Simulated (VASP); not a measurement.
# La2Zr2O (P4/mmm) in VASP: single point with PBE

Aim: the single point of La2Zr2O with PBE.

Program: VASP 6.6.1. These are calculated values, not measurements. Logs are shortened: lines on timing, memory, paths and dates and some standing lists are left out, and cuts for length are marked.

### Step 1. The cell of the first run

The structure is tetragonal, space group P4/mmm (No. 123). Conventional cell: a = 4.984 Å, b = 4.984 Å, c = 6.711 Å, α = 90.00°, β = 90.00°, γ = 90.00°. La (site symmetry mmm) has 2 O at 2.49 Å and 4 Zr at 3.34 Å and 4 La at 3.52 Å within 3.6 Å. Within 2.9 Å of Zr (site symmetry 4mm) lie 1 O at 2.22 Å and 1 Zr at 2.27 Å. O (site symmetry 4/mmm) has 2 Zr at 2.22 Å and 4 La at 2.49 Å within 2.9 Å.

The cell was built from a structure type or drawn by symmetry, and may not be a known phase.

### Step 2. Single point, PBE, collinear spin

The input, INCAR:

```
ALGO = Normal ; EDIFF = 1E-6
ENCUT = 520 ; GGA = PE
ISIF = 2 ; ISMEAR = 0
ISPIN = 2 ; LASPH = T
LCHARG = T ; LELF = T
LMAXMIX = 6 ; LORBIT = 11
LREAL = F ; LVHAR = T
LWAVE = F ; MAGMOM = 0 0 1 1 0
NBANDS = 38 ; NELM = 150
PREC = Accurate ; SIGMA = 0.1
```

The input, KPOINTS:

```
k-points
0
Gamma
  4 4 4
```

The input, POSCAR:

```
La2Zr2O
1.0
    4.9844151574      0.0000000000      0.0000000000
    0.0000000000      4.9844151574      0.0000000000
    0.0000000000      0.0000000000      6.7112342698
La Zr O
2 2 1
Direct
    0.0000000000      0.5000000000      0.0000000000
    0.5000000000      0.0000000000      0.0000000000
    0.5000000000      0.5000000000      0.6693733411
    0.5000000000      0.5000000000      0.3306266589
    0.5000000000      0.5000000000      0.0000000000
```

Potentials or basis: VASP PAW PBE potentials, release 64 (La, Zr_sv, O).

Run with:

```
> cat potpaw_PBE.64/La/POTCAR potpaw_PBE.64/Zr_sv/POTCAR potpaw_PBE.64/O/POTCAR > POTCAR
> mpirun -np 1 vasp_std > vasp.out
```

OUTCAR:

```text
EDIFF = 1E-6
   ENCUT = 520
   GGA = PE
   ISIF = 2
   ISMEAR = 0
   ISPIN = 2
   LASPH = T
   LORBIT = 11
   LREAL = F
   NELM = 150
   PREC = Accurate

 ion  position               nearest neighbor table
   1  0.000  0.500  0.000-   5 2.49   5 2.49   3 3.34   3 3.34   4 3.34   4 3.34   2 3.52   2 3.52
                             2 3.52   2 3.52
   2  0.500  0.000  0.000-   5 2.49   5 2.49   3 3.34   3 3.34   4 3.34   4 3.34   1 3.52   1 3.52
                             1 3.52   1 3.52
   3  0.500  0.500  0.669-   5 2.22   4 2.27   1 3.34   2 3.34   2 3.34   1 3.34
   4  0.500  0.500  0.331-   5 2.22   3 2.27   1 3.34   2 3.34   2 3.34   1 3.34
   5  0.500  0.500  0.000-   3 2.22   4 2.22   1 2.49   2 2.49   2 2.49   1 2.49

  LATTYP: Found a simple tetragonal cell.
 ALAT       =     4.9844151574
 C/A-ratio  =     1.3464436765

  Lattice vectors:

 A1 = (   4.9844151574,   0.0000000000,   0.0000000000)
 A2 = (   0.0000000000,   4.9844151574,   0.0000000000)
 A3 = (   0.0000000000,   0.0000000000,   6.7112342698)

Analysis of symmetry for initial positions (statically):
=====================================================================
 Subroutine PRICEL returns:
 Original cell was already a primitive cell.

 Routine SETGRP: Setting up the symmetry group for a
 simple tetragonal supercell.

 Subroutine GETGRP returns: Found 16 space group operations
 (whereof 16 operations were pure point group operations)
 out of a pool of 16 trial point group operations.

The static configuration has the point symmetry D_4h.

Analysis of symmetry for dynamics (positions and initial velocities):
=====================================================================
 Subroutine PRICEL returns:
 Original cell was already a primitive cell.

 Routine SETGRP: Setting up the symmetry group for a
 simple tetragonal supercell.

 Subroutine GETGRP returns: Found 16 space group operations
 (whereof 16 operations were pure point group operations)
 out of a pool of 16 trial point group operations.

The dynamic configuration has the point symmetry D_4h.

Analysis of structural, dynamic, and magnetic symmetry:
=====================================================================
 Subroutine PRICEL returns:
 Original cell was already a primitive cell.

[... 134 lines left out ...]
   IVDW    =     0    specifies the selected vdW correction
   LEPSILON=     F    determine dielectric tensor
   LRPA    =     F    only Hartree local field effects (RPA)
 spin polarized calculation
 Gauss-broadening in eV      SIGMA  =   0.10
  energy-cutoff  :      520.00
  volume of cell :      166.74
 maximum number of plane-waves:      4536
 NGX is ok and might be reduce to    40
   NGX = 19   NGY = 19   NGZ = 25

 number of electron      51.9999990 magnetization       0.0014779

 Free energy of the ion-electron system (eV)
  ---------------------------------------------------
  ext. energy  EPLUGINS =         0.00000000
  ---------------------------------------------------
  free energy    TOTEN  =       -30.39500461 eV

  energy without entropy =      -30.35338430  energy(sigma->0) =      -30.37419445

 E-fermi :   5.3043     XC(G=0):  -8.7288

 val. band max:        5.2905702621   @ k =   0.5000   0.2500   0.2500
 cond. band min:       5.3213439321   @ k =   0.0000   0.0000   0.2500
 fundamental gap:      0.0307736700
 Fermi energy:         5.3043383629

 spin component 1

 k-point     1 :       0.0000    0.0000    0.0000
  band No.  band energies     occupation
      1     -43.9330      1.00000
      2     -43.1907      1.00000
      3     -27.5771      1.00000
      4     -27.2718      1.00000
      5     -23.4759      1.00000
      6     -21.8874      1.00000
[... 727 lines left out ...]
     37       7.2870      0.00000
     38       7.2872      0.00000
 Fermi energy:         5.3043383629

 spin component 2

 k-point     1 :       0.0000    0.0000    0.0000
  band No.  band energies     occupation
      1     -43.9329      1.00000
      2     -43.1907      1.00000
      3     -27.5770      1.00000
      4     -27.2718      1.00000
      5     -23.4759      1.00000
      6     -21.8873      1.00000
[... 727 lines left out ...]
     37       7.2871      0.00000
     38       7.2873      0.00000

------------------------ aborting loop because EDIFF is reached ----------------------------------------

  FORCE on cell =-STRESS in cart. coord.  units (eV):
  Direction    XX          YY          ZZ          XY          YZ          ZX
  --------------------------------------------------------------------------------------
  -------------------------------------------------------------------------------------
  Total        0.2989013      0.2989013      0.4556259      0.0000000     -0.0000000      0.0000000
  in kB        2.8721533      2.8721533      4.3781255      0.0000000     -0.0000000      0.0000000
  external PRESSURE =       3.3741440 kB  Pullay stress =       0.0000000 kB

 VOLUME and BASIS-vectors are now :
 -----------------------------------------------------------------------------
  energy-cutoff  :      520.00
  volume of cell :      166.74
      direct lattice vectors                 reciprocal lattice vectors
     4.984415157  0.000000000  0.000000000     0.200625343  0.000000000  0.000000000
     0.000000000  4.984415157  0.000000000     0.000000000  0.200625343  0.000000000
     0.000000000  0.000000000  6.711234270     0.000000000  0.000000000  0.149003888

 POSITION                                       TOTAL-FORCE (eV/Angst)
 -----------------------------------------------------------------------------------
      0.00000      2.49221      0.00000         0.000000     -0.000000      0.000000
      2.49221      0.00000      0.00000         0.000000     -0.000000      0.000000
      2.49221      2.49221      4.49232         0.000000      0.000000      0.099724
      2.49221      2.49221      2.21891        -0.000000      0.000000     -0.099724
      2.49221      2.49221      0.00000         0.000000     -0.000000      0.000000
 -----------------------------------------------------------------------------------
    total drift:                                0.000000      0.000000     -0.000000

  FREE ENERGIE OF THE ION-ELECTRON SYSTEM (eV)
  ---------------------------------------------------
  free  energy   TOTEN  =       -30.3950046089 eV

  energy  without entropy=      -30.3533843004  energy(sigma->0) =      -30.37419445

 total charge

# of ion       s       p       d       f       tot
--------------------------------------------------
    1        2.042   5.578   0.923   0.148   8.690
    2        2.042   5.578   0.923   0.148   8.690
    3        2.151   5.900   2.073   0.000  10.123
    4        2.151   5.900   2.073   0.000  10.123
    5        1.562   3.464   0.000   0.000   5.026
--------------------------------------------------
tot          9.947  26.419   5.992   0.295  42.653

 magnetization (x)

# of ion       s       p       d       f       tot
--------------------------------------------------
    1        0.000  -0.000   0.000   0.000   0.000
    2        0.000  -0.000   0.000   0.000   0.000
    3        0.000  -0.000   0.000   0.000   0.000
    4        0.000  -0.000   0.000   0.000   0.000
    5        0.000  -0.000   0.000   0.000  -0.000
--------------------------------------------------
tot          0.000  -0.000   0.000   0.000   0.001
```

stdout:

```text
POSCAR found type information on POSCAR LaZrO
 POSCAR found :  3 types and       5 ions
 scaLAPACK will be used
 LDA part: xc-table for (Slater+PW92), standard interpolation
 POSCAR, INCAR and KPOINTS ok, starting setup
 FFT: planning ... GRIDC
 FFT: planning ... GRID_SOFT
 FFT: planning ... GRID
 WAVECAR not read
 entering main loop
```

Wall time 3.6 min (1 thread of Intel Xeon 6975P-C (Granite Rapids), shared host); peak memory 0.44 GiB.

Results:

```yaml
Free_energy: -30.3950 eV
Pressure: 0.3 GPa
Largest_force: 0.100 eV/Å
Band_gap_on_the_k_mesh: zero (filled and empty bands overlap)
Net_moment: 0.00 μB per cell
Valence_electrons_inside_the_program's_atomic_spheres: La 8.69; Zr 10.12; O 5.03
```

Forces in eV/Å, atoms in the order of the input:
```
La   0.000  0.000  0.000
La   0.000  0.000  0.000
Zr   0.000  0.000  0.100
Zr   0.000  0.000 -0.100
O    0.000  0.000  0.000
```

Stress tensor (GPa, compression positive):
```
0.29 0.00 0.00
0.00 0.29 0.00
0.00 0.00 0.44
```

Levels at points of the mesh, in eV from the Fermi level:
Spin up:
| k point | band 23 | band 24 | band 25 | band 26 | band 27 | band 28 | band 29 | band 30 |
| --- | --- | --- | --- | --- | --- | --- | --- | --- |
| (0.00, 0.00, 0.00) | -1.10 | -0.79 | -0.57 | -0.57 | -0.47 | -0.47 | 0.71 | 0.97 |
| (0.50, 0.00, 0.00) | -0.50 | -0.45 | -0.21 | -0.07 | 0.35 | 0.42 | 0.48 | 0.61 |
| (0.50, 0.50, 0.00) | -0.63 | -0.35 | 0.09 | 0.11 | 0.11 | 0.26 | 0.85 | 1.04 |
| (0.00, 0.00, 0.50) | -1.76 | -1.76 | -1.09 | -0.48 | -0.03 | 0.42 | 0.48 | 1.04 |
| (0.50, 0.00, 0.50) | -1.09 | -0.24 | -0.22 | -0.09 | -0.02 | 0.11 | 0.53 | 0.92 |
| (0.50, 0.50, 0.50) | -1.13 | -0.75 | 0.39 | 0.50 | 0.50 | 0.96 | 1.26 | 1.26 |
Spin down:
```csv
k point,band 23,band 24,band 25,band 26,band 27,band 28,band 29,band 30
"(0.00, 0.00, 0.00)",-1.10,-0.79,-0.57,-0.57,-0.47,-0.47,0.71,0.97
"(0.50, 0.00, 0.00)",-0.50,-0.45,-0.20,-0.07,0.35,0.42,0.48,0.61
"(0.50, 0.50, 0.00)",-0.63,-0.35,0.09,0.11,0.11,0.26,0.85,1.04
"(0.00, 0.00, 0.50)",-1.76,-1.76,-1.09,-0.48,-0.03,0.42,0.48,1.04
"(0.50, 0.00, 0.50)",-1.09,-0.24,-0.22,-0.09,-0.01,0.11,0.53,0.92
"(0.50, 0.50, 0.50)",-1.13,-0.75,0.39,0.51,0.51,0.96,1.26,1.26
```

Caveat: spin-orbit coupling is left out, which moves the levels of the heavy elements.
